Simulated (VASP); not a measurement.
# BaTiO3 in VASP: a series of runs

Aim: see how the results for BaTiO3 move with the level of theory and the settings. Levels: PBEsol, PBEsol+D3(BJ). Tasks: single point.

Program: VASP 6.6.1. These are calculated values, not measurements. Logs are shortened: lines on timing, memory, paths and dates and some standing lists are left out, and cuts for length are marked.

## (1) The cell of the first run

It takes space group R3m (No. 160, trigonal). The conventional cell has a = 5.635 Å, b = 5.635 Å, c = 6.926 Å, α = 90.00°, β = 90.00°, γ = 120.00°. Ba (site symmetry 3m) has 12 O at 2.76 to 2.89 Å and 8 Ti at 3.39 to 3.54 Å within 3.6 Å. Ti (site symmetry 3m) has 6 O at 1.88 to 2.12 Å within 2.5 Å. Within 2.5 Å of O (site symmetry m) lie 2 Ti at 1.88 to 2.12 Å.

## (2) Single point, PBEsol

INCAR

```
SYSTEM = BaTiO3
ALGO = Normal ; EDIFF = 1E-6
ENCUT = 520 ; GGA = PS
ISIF = 2 ; ISMEAR = -1
LASPH = .True. ; LCHARG = .False.
LREAL = .False. ; LWAVE = .False.
NBANDS = 51 ; NELM = 60
PREC = Accurate ; SIGMA = 0.05
```

KPOINTS

```
k-points
0
Gamma
  5 5 5
  0 0 0
```

POSCAR

```
BaTiO3
1.0
    2.8175033510     -4.8799453209     -0.0000655297
    5.6484413994      0.0077565261     -0.0054880054
    2.8174832750     -1.6265980064      4.6009213224
Ba Ti O
2 2 6
Direct
    1.0052463406      0.9927707140      0.9967280849
    0.5052446694      0.4927713818      0.4967274309
    0.7608256594      0.7260153919      0.7523093962
    0.2608261898      0.2260148878      0.2523094438
   -0.0039333065      0.5139530672      0.9875453778
    0.4960669986      0.0139529362      0.4875449991
    0.5024520625      0.5139548909     -0.0124623281
    1.0024512337      0.0139558488      0.4875383288
    0.4960605401      1.0139552921     -0.0060703089
    0.9960596125      0.5139555894      0.4939295653
```

Potentials or basis: VASP PAW PBE potentials, release 64 (Ba_sv, Ti_sv, O).

Command:

```console
$ cat potpaw_PBE.64/Ba_sv/POTCAR potpaw_PBE.64/Ti_sv/POTCAR potpaw_PBE.64/O/POTCAR > POTCAR
$ mpirun -np 1 vasp_std > vasp.out
```

OUTCAR:

```text
SYSTEM = BaTiO3
   EDIFF = 1E-6
   ENCUT = 520
   GGA = PS
   ISIF = 2
   ISMEAR = -1
   LASPH = .True.
   LREAL = .False.
   NELM = 60
   PREC = Accurate

 ion  position               nearest neighbor table
   1  0.005  0.993  0.997-   5 2.76   7 2.76  10 2.76   9 2.82   8 2.82   6 2.82   9 2.82   8 2.82
                             6 2.82   7 2.89  10 2.89   5 2.89   3 3.39   4 3.43   4 3.43   4 3.43
   2  0.505  0.493  0.497-   6 2.76   8 2.76   9 2.76  10 2.82   7 2.82   5 2.82   7 2.82  10 2.82
                             5 2.82   8 2.89   9 2.89   6 2.89   4 3.39   3 3.43   3 3.43   3 3.43
   3  0.761  0.726  0.752-   7 1.88  10 1.88   5 1.88   6 2.12   9 2.12   8 2.12   1 3.39   2 3.43
                             2 3.43   2 3.43   1 3.48   1 3.48   1 3.48   2 3.54
   4  0.261  0.226  0.252-   8 1.88   9 1.88   6 1.88   5 2.12  10 2.12   7 2.12   2 3.39   1 3.43
                             1 3.43   1 3.43   2 3.48   2 3.48   2 3.48   1 3.54
   5  0.996  0.514  0.988-   3 1.88   4 2.12   1 2.76   2 2.82   2 2.82   1 2.89
   6  0.496  0.014  0.488-   4 1.88   3 2.12   2 2.76   1 2.82   1 2.82   2 2.89
   7  0.502  0.514  0.988-   3 1.88   4 2.12   1 2.76   2 2.82   2 2.82   1 2.89
   8  0.002  0.014  0.488-   4 1.88   3 2.12   2 2.76   1 2.82   1 2.82   2 2.89
   9  0.496  0.014  0.994-   4 1.88   3 2.12   2 2.76   1 2.82   1 2.82   2 2.89
  10  0.996  0.514  0.494-   3 1.88   4 2.12   1 2.76   2 2.82   2 2.82   1 2.89

  LATTYP: Found a base centered monoclinic cell.
 ALAT       =     9.7599208178
 B/A-ratio  =     0.5773623666
 C/A-ratio  =     0.5787392640
 COS(beta)  =    -0.5759855758

  Lattice vectors:

 A1 = (  -2.8174832750,   1.6265980064,  -4.6009213224)
 A2 = (  -2.8175033510,   4.8799453209,   0.0000655297)
 A3 = (   5.6484413994,   0.0077565261,  -0.0054880054)

Analysis of symmetry for initial positions (statically):
=====================================================================
 Subroutine PRICEL returns following result:

  LATTYP: Found a base centered monoclinic cell.
 ALAT       =     5.6484493911
 B/A-ratio  =     0.9976198527
 C/A-ratio  =     1.2223018983
 COS(beta)  =    -0.8161817238

  Lattice vectors:

 A1 = (  -2.8242279585,   1.6227861699,   2.3032404413)
 A2 = (  -2.8242134409,  -1.6305426960,  -2.2977524359)
 A3 = (   5.6417112335,  -3.2493841763,   2.2976808811)

   2 primitive cells build up your supercell.

 Routine SETGRP: Setting up the symmetry group for a
 base centered monoclinic supercell.

 Subroutine GETGRP returns: Found  2 space group operations
 (whereof  1 operations were pure point group operations)
 out of a pool of  4 trial point group operations.

The static configuration has the point symmetry C_1 .
 The point group associated with its full space group is C_1h.

Analysis of symmetry for dynamics (positions and initial velocities):
=====================================================================
 Subroutine PRICEL returns following result:

  LATTYP: Found a base centered monoclinic cell.
 ALAT       =     5.6484493911
 B/A-ratio  =     0.9976198527
 C/A-ratio  =     1.2223018983
 COS(beta)  =    -0.8161817238

  Lattice vectors:

 A1 = (  -2.8242279585,   1.6227861699,   2.3032404413)
 A2 = (  -2.8242134409,  -1.6305426960,  -2.2977524359)
 A3 = (   5.6417112335,  -3.2493841763,   2.2976808811)

   2 primitive cells build up your supercell.

 Routine SETGRP: Setting up the symmetry group for a
 base centered monoclinic supercell.

 Subroutine GETGRP returns: Found  2 space group operations
 (whereof  1 operations were pure point group operations)
 out of a pool of  4 trial point group operations.

The dynamic configuration has the point symmetry C_1 .
 The point group associated with its full space group is C_1h.

 Subroutine INISYM returns: Found  2 space group operations
 (whereof  1 operations are pure point group operations),
 and found     2 'primitive' translations

----------------------------------------------------------------------------------------

                                     Primitive cell

  volume of cell :      63.4856

  direct lattice vectors                    reciprocal lattice vectors
    -2.824227958  1.622786170  2.303240441    -0.176618721 -0.101977669  0.289451509
    -2.824213441 -1.630542696 -2.297752436    -0.176618888 -0.306894620 -0.000341978
     5.641711233 -3.249384176  2.297680881     0.000421686 -0.204679759  0.144727582

  length of vectors
     3.989312603  3.989300352  6.904110413     0.354084444  0.354088487  0.250679187

  position of ions in fractional coordinates (direct lattice)
     0.003957385  0.012475651  0.001974450
     0.026295246  0.034812522  0.513136847
     0.473594944  0.482118286  0.983616703
     0.473582486  0.988495396  0.489989574
     0.979975710  0.482107569  0.489992538

  ion indices of the primitive-cell ions
   primitive index   ion index
                 1           1
                 2           4
                 3           5
                 4           8
                 5           9

----------------------------------------------------------------------------------------

 KPOINTS: k-points

Automatic generation of k-mesh.
 Grid dimensions read from file:
 generate k-points for:    5    5    5

 Generating k-lattice:

  Cartesian coordinates                     Fractional coordinates (reciprocal lattice)
     0.000042152 -0.040959534 -0.014506542     0.200000000  0.000000000  0.000000000
     0.035365930  0.020419198 -0.014438214    -0.000000000  0.200000000 -0.000000000
     0.000042185  0.000023773  0.043452126     0.000000000  0.000000000  0.200000000

  Length of vectors
     0.043452560  0.043314601  0.043452153

  Shift w.r.t. Gamma in fractional coordinates (k-lattice)
     0.000000000  0.000000000  0.000000000

 Subroutine IBZKPT returns following result:
 ===========================================

 Found     39 irreducible k-points:

 Following reciprocal coordinates:
            Coordinates               Weight
  0.000000  0.000000  0.000000      1.000000
  0.200000  0.000000  0.000000      4.000000
  0.400000  0.000000  0.000000      4.000000
 -0.000000  0.200000 -0.000000      2.000000
  0.200000  0.200000 -0.000000      4.000000
  0.400000  0.200000 -0.000000      4.000000
[... 16 lines left out ...]
  0.400000  0.400000  0.200000      4.000000
 -0.400000  0.400000  0.200000      4.000000
 [... further k-points ...]
   k-points           NKPTS =     39   k-points in BZ     NKDIM =     39   number of bands    NBANDS=     51
   number of dos      NEDOS =    301   number of ions     NIONS =     10
   total plane-waves  NPLWV =  74088
   dimension x,y,z NGX =    42 NGY =   42 NGZ =   42
   dimension x,y,z NGXF=    84 NGYF=   84 NGZF=   84
   ions per type =               2   2   6
   NGX,Y,Z   is equivalent  to a cutoff of  12.39, 12.36, 12.39 a.u.
   NGXF,Y,Z  is equivalent  to a cutoff of  24.78, 24.72, 24.78 a.u.
 SYSTEM =  BaTiO3
   PREC   = accura    normal or accurate (medium, high low for compatibility)
   ISTART =      0    job   : 0-new  1-cont  2-samecut
   ICHARG =      2    charge: 1-file 2-atom 10-const
   ISPIN  =      1    spin polarized calculation?
   LNONCOLLINEAR =      F non collinear calculations
   LSORBIT =      F    spin-orbit coupling
   LASPH  =      T    aspherical Exc in radial PAW
   ENCUT  =  520.0 eV  38.22 Ry    6.18 a.u.  10.48 10.50 10.48*2*pi/ulx,y,z
   NELM   =     60;   NELMIN=  2; NELMDL= -5     # of ELM steps
   EDIFF  = 0.1E-05   stopping-criterion for ELM
   LREAL  =      F    real-space projection
   EDIFFG = 0.1E-04   stopping-criterion for IOM
   NSW    =      0    number of steps for IOM
   IBRION =     -1    ionic relax: 0-MD 1-quasi-New 2-CG
   NFREE  =      0    steps in history (QN), initial steepest desc. (CG)
   ISIF   =      2    stress and relaxation
   ISYM   =      2    0-nonsym 1-usesym 2-fastsym
   POTIM  = 0.5000    time-step for ionic-motion
   TEBEG  =    0.0;   TEEND  =   0.0 temperature during run
   PSTRESS=    0.0 pullay stress
   NELECT =      80.0000    total number of electrons
   NUPDOWN=      -1.0000    fix difference up-down
   EMIN   =  10.00;   EMAX   =-10.00  energy-range for DOS
   EFERMI =   0.00;   METHOD = LEGACY
   ISMEAR =    -1;   SIGMA  =   0.05  broadening in eV -4-tet -1-fermi 0-gaus
   EFERMI_NEDOS =   21; number of points for ismear=-14 and -15
   IALGO  =     38    algorithm
   IMIX   =      4    mixing-type and parameters
     AMIX     =   0.40;   BMIX     =  1.00
     AMIX_MAG =   1.60;   BMIX_MAG =  1.00
  volume/ion in A,a.u.               =      12.70        85.68
  Fermi-wavevector in a.u.,A,eV,Ry     =   1.403468  2.652170 26.799709  1.969723
  Thomas-Fermi vector in A             =   2.526127
   LORBIT       =      0    0 simple, 1 ext, 2 COOP (PROOUT), +10 PAW based schemes
   GGA     = PS    functional components
   LHFCALC =     F    Hartree Fock is set to
   AEXX    =    0.0000 exact exchange contribution
   IVDW    =     0    specifies the selected vdW correction
   LEPSILON=     F    determine dielectric tensor
   LRPA    =     F    only Hartree local field effects (RPA)
 non-spin polarized calculation
  energy-cutoff  :      520.00
  volume of cell :      126.97
 maximum number of plane-waves:      3479
 NGX is ok and might be reduce to    42
   NGX = 21   NGY = 21   NGZ = 21

 number of electron      79.9999997 magnetization

 Free energy of the ion-electron system (eV)
  ---------------------------------------------------
  ext. energy  EPLUGINS =         0.00000000
  ---------------------------------------------------
  free energy    TOTEN  =       -84.00671791 eV

  energy without entropy =      -84.00671791  energy(sigma->0) =      -84.00671791

 E-fermi :   4.9070     XC(G=0): -11.5560

 val. band max:        3.7187536552   @ k =   0.0000   0.0000   0.0000
 cond. band min:       5.9859705783   @ k =   0.0000   0.0000   0.0000
 fundamental gap:      2.2672169231
 Fermi energy:         4.9070256111

 k-point     1 :       0.0000    0.0000    0.0000
  band No.  band energies     occupation
      1     -52.3241      2.00000
      2     -52.3207      2.00000
      3     -28.7441      2.00000
      4     -28.7440      2.00000
      5     -28.7378      2.00000
      6     -28.6933      2.00000
[... 43 lines left out ...]
     50       8.6745      0.00000
     51      10.3230      0.00000
[... 1240 lines left out ...]
     50      10.9322      0.00000
     51      11.0239      0.00000

 [... further k-points ...]
[... 5 lines left out ...]
  --------------------------------------------------------------------------------------
  -------------------------------------------------------------------------------------
  Total        1.5514167      1.5676920      1.5722304     -0.0153486      0.0063714      0.0108453
  in kB       19.5763764     19.7817438     19.8390114     -0.1936750      0.0803971      0.1368502
  external PRESSURE =      19.7323772 kB  Pullay stress =       0.0000000 kB

 VOLUME and BASIS-vectors are now :
 -----------------------------------------------------------------------------
  energy-cutoff  :      520.00
  volume of cell :      126.97
      direct lattice vectors                 reciprocal lattice vectors
     2.817503351 -4.879945321 -0.000065530     0.000210759 -0.204797670 -0.072532710
     5.648441399  0.007756526 -0.005488005     0.176829648  0.102095992 -0.072191071
     2.817483275 -1.626598006  4.600921322     0.000210926  0.000118864  0.217260629

 POSITION                                       TOTAL-FORCE (eV/Angst)
 -----------------------------------------------------------------------------------
      8.43065     -1.63918      4.58042         0.030140      0.017424     -0.012321
      5.60644     -3.26972      2.28267         0.030140      0.017424     -0.012321
      8.36410     -4.93086      3.45728         0.053323      0.030614     -0.021648
      2.72239     -1.68147      1.15960         0.053323      0.030614     -0.021648
      8.49185     -6.46310      4.54073        -0.014188     -0.032091      0.022692
      2.85013     -3.21371      2.24305        -0.014188     -0.032091      0.022692
      7.10108     -4.05428      4.54073        -0.034638      0.003986      0.022553
      1.45937     -0.80488      2.24305        -0.034638      0.003986      0.022553
      4.27686     -4.03736      4.57288        -0.034638     -0.019934     -0.011276
      7.10109     -5.66015      2.26965        -0.034638     -0.019934     -0.011276
 -----------------------------------------------------------------------------------
    total drift:                                0.000970      0.081072      0.113243

  FREE ENERGIE OF THE ION-ELECTRON SYSTEM (eV)
  ---------------------------------------------------
  free  energy   TOTEN  =       -84.0067179113 eV

  energy  without entropy=      -84.0067179113  energy(sigma->0) =      -84.00671791
```

It took 5.4 min on 1 thread of Intel Xeon 6975P-C, shared host; peak memory 0.39 GiB.

Results:

| Quantity | Value |
| --- | --- |
| Free energy | -84.0067 eV |
| Pressure | 2.0 GPa |
| Largest force | 0.065 eV/Å |
| Band gap on the k mesh | 2.27 eV |

Forces in eV/Å, atoms in the order of the input:
```
Ba   0.030  0.017 -0.012
Ba   0.030  0.017 -0.012
Ti   0.053  0.031 -0.022
Ti   0.053  0.031 -0.022
O   -0.014 -0.032  0.023
O   -0.014 -0.032  0.023
O   -0.035  0.004  0.023
O   -0.035  0.004  0.023
O   -0.035 -0.020 -0.011
O   -0.035 -0.020 -0.011
```

Caveat: the PAW data sets were made with another functional, which shifts forces and pressure a little; spin-orbit coupling is left out, which moves the levels of the heavy elements. As with any semilocal functional, this PBEsol gap is likely too small.

## (3) Single point, PBEsol+D3(BJ)

This run uses another cell than the first one, of 12.35 Å³/atom, 0.973 times its volume.

INCAR

```
PREC     = Accurate       # precision mode
ENCUT    = 520            # plane-wave cutoff, eV
EDIFF    = 1E-6           # SCF threshold, eV
ISMEAR   = -1             # smearing method
SIGMA    = 0.05           # smearing width, eV
LREAL    = F              # projectors in reciprocal space
LASPH    = T              # aspherical terms in the spheres
NELM     = 60             # most SCF steps
ALGO     = Normal         # electronic algorithm
ISIF     = 2              # what is computed and relaxed
LWAVE    = F              # write WAVECAR
LCHARG   = F              # write CHGCAR
GGA      = PS             # functional
IVDW     = 12             # dispersion correction
NBANDS   = 51             # bands
```

KPOINTS

```
regular mesh
0
Gamma
  6 6 6
```

POSCAR

```
BaTiO3
1.0
    2.7932725750     -4.8384239525      0.0001848730
    5.5926052893      0.0034988231     -0.0026171720
    2.7931474255     -1.6130552116      4.5615727415
Ba Ti O
2 2 6
Direct
    1.0042143420      0.9958827442      0.9957192611
    0.5042285672      0.4958858672      0.4957099305
    0.7584631363      0.7332273126      0.7499672564
    0.2584583676      0.2332252434      0.2499702504
   -0.0019054501      0.5105205248      0.9895757712
    0.4981000321      0.0105241902      0.4895624467
    0.5017402082      0.5105150881     -0.0104133470
    1.0017464381      0.0105051755      0.4895920443
    0.4981233224      1.0105107428     -0.0067953300
    0.9981310363      0.5105031112      0.4932117064
```

Potentials or basis: VASP PAW PBE potentials, release 64 (Ba_sv, Ti_sv, O).

Command:

```console
$ cat potpaw_PBE.64/Ba_sv/POTCAR potpaw_PBE.64/Ti_sv/POTCAR potpaw_PBE.64/O/POTCAR > POTCAR
$ mpirun -np 1 vasp_std > vasp.out
```

It took 18 min on 1 thread of Intel Xeon Platinum 8259CL at 2.50GHz (Skylake/Cascade Lake), shared host; peak memory 0.66 GiB.

It converged, with:

* Free energy: -86.6759 eV
* Pressure: 2.1 GPa
* Largest force: 0.040 eV/Å
* Band gap on the k mesh: 2.07 eV
* Dispersion energy per atom: -0.275 eV

Forces in eV/Å, atoms in the order of the input:
```
Ba   0.024  0.013 -0.010
Ba   0.023  0.014 -0.009
Ti   0.032  0.019 -0.013
Ti   0.033  0.019 -0.014
O   -0.011 -0.020  0.014
O   -0.011 -0.020  0.014
O   -0.022  0.000  0.014
O   -0.022  0.000  0.014
O   -0.023 -0.013 -0.005
O   -0.023 -0.013 -0.005
```

Levels at points of the mesh, in eV from the valence-band top:
| k point | band 37 | band 38 | band 39 | band 40 | band 41 | band 42 | band 43 | band 44 |
| --- | --- | --- | --- | --- | --- | --- | --- | --- |
| (0.00, 0.00, 0.00) | -0.23 | -0.01 | -0.01 | 0.00 | 2.07 | 2.07 | 2.17 | 4.45 |
| (0.50, 0.00, 0.00) | -0.71 | -0.71 | -0.62 | -0.62 | 3.35 | 3.35 | 3.47 | 3.47 |
| (0.00, 0.50, 0.00) | -0.76 | -0.76 | -0.62 | -0.62 | 3.46 | 3.46 | 3.46 | 3.46 |
| (0.50, 0.50, 0.00) | -0.85 | -0.84 | -0.77 | -0.10 | 2.26 | 3.80 | 3.84 | 3.85 |
| (0.00, 0.00, 0.50) | -0.71 | -0.71 | -0.62 | -0.62 | 3.35 | 3.35 | 3.47 | 3.47 |
| (0.50, 0.00, 0.50) | -0.85 | -0.84 | -0.77 | -0.10 | 2.26 | 3.80 | 3.85 | 3.85 |
| (0.00, 0.50, 0.50) | -0.85 | -0.84 | -0.77 | -0.10 | 2.26 | 3.80 | 3.84 | 3.85 |
| (0.50, 0.50, 0.50) | -0.71 | -0.71 | -0.62 | -0.62 | 3.35 | 3.35 | 3.47 | 3.47 |

Caveat: the PAW data sets were made with another functional, which shifts forces and pressure a little; spin-orbit coupling is left out, which moves the levels of the heavy elements. A hybrid or GW would open this gap; PBEsol tends to underestimate it.
